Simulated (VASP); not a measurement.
Wanted: the native input for a VASP 6.6.1 run.

```
Task                               : single point
Functional                         : HSE06
Potentials or basis                : VASP PAW PBE potentials, release 64 (Cu)
Cutoff                             : 520 eV
k mesh                             : 5 × 5 × 5
Occupations                        : fermi-dirac, width 0.1 eV
Spin                               : no spin polarisation
Dipole correction                  : no
Grid for exact exchange (PRECFOCK) : Normal
Further INCAR settings             : ALGO = Normal; EDIFF = 1e-06; NBANDS = 18
Share of exact exchange            : 0.25
Screening parameter                : 0.2079 1/Å
```

Crystal: Cu.

```xyz
2
Lattice="0.0000 2.6752 2.6752 2.6752 0.0000 2.6752 2.6752 2.6752 0.0000" Properties=species:S:1:pos:R:3 pbc="T T T"
Cu    0.6688    0.6688    0.6688
Cu    4.6816    4.6816    4.6816
```

This isn't the form of Cu at room conditions, which is fcc.

One way to write it, as run:

POSCAR

```
Cu
1.0
    0.0000000000      2.6752136221      2.6752136221
    2.6752136221      0.0000000000      2.6752136221
    2.6752136221      2.6752136221      0.0000000000
Cu
2
Direct
    0.1250000000      0.1250000000      0.1250000000
    0.8750000000      0.8750000000      0.8750000000
```

INCAR.step1

```
SYSTEM = Cu
  ALGO = Normal
  EDIFF = 1E-5
  ENCUT = 520
  GGA = PE
  ISIF = 2
  ISMEAR = -1
  LASPH = .True.
  LCHARG = .False.
  LREAL = .False.
  LWAVE = .True.
  NBANDS = 18
  NELM = 100
  PREC = Accurate
  SIGMA = 0.1
```

INCAR.step2

```
SYSTEM = Cu
  ALGO = Normal
  EDIFF = 1E-6
  ENCUT = 520
  GGA = PE
  HFSCREEN = 0.2079
  ISIF = 2
  ISMEAR = -1
  ISTART = 1
  LASPH = .True.
  LCHARG = .False.
  LHFCALC = .True.
  LREAL = .False.
  LWAVE = .False.
  NBANDS = 18
  NELM = 100
  PREC = Accurate
  PRECFOCK = Normal
  SIGMA = 0.1
```

KPOINTS

```
k-points
0
Gamma
  5 5 5
  0 0 0
```

Potentials or basis: VASP PAW PBE potentials, release 64 (Cu).

The run is started by

```sh
$ cat potpaw_PBE.64/Cu/POTCAR > POTCAR
$ cp INCAR.step1 INCAR
$ mpirun -np 1 vasp_std > vasp.out
$ cp INCAR.step2 INCAR
$ mpirun -np 1 vasp_std > vasp.out
```

Results of the run:

```json
{
 "Pressure": "0.3 GPa",
 "Band gap on the k mesh": "zero (bands 11 and 12 overlap by 0.38 eV)"
}
```

Caveat: the k points lie up to 0.41 Å⁻¹ apart; the PAW data sets were made with another functional, which shifts forces and pressure a little.

Wall time 46 min on 1 thread of Intel Xeon 8259CL, on a shared host, peak memory 0.26 GiB.
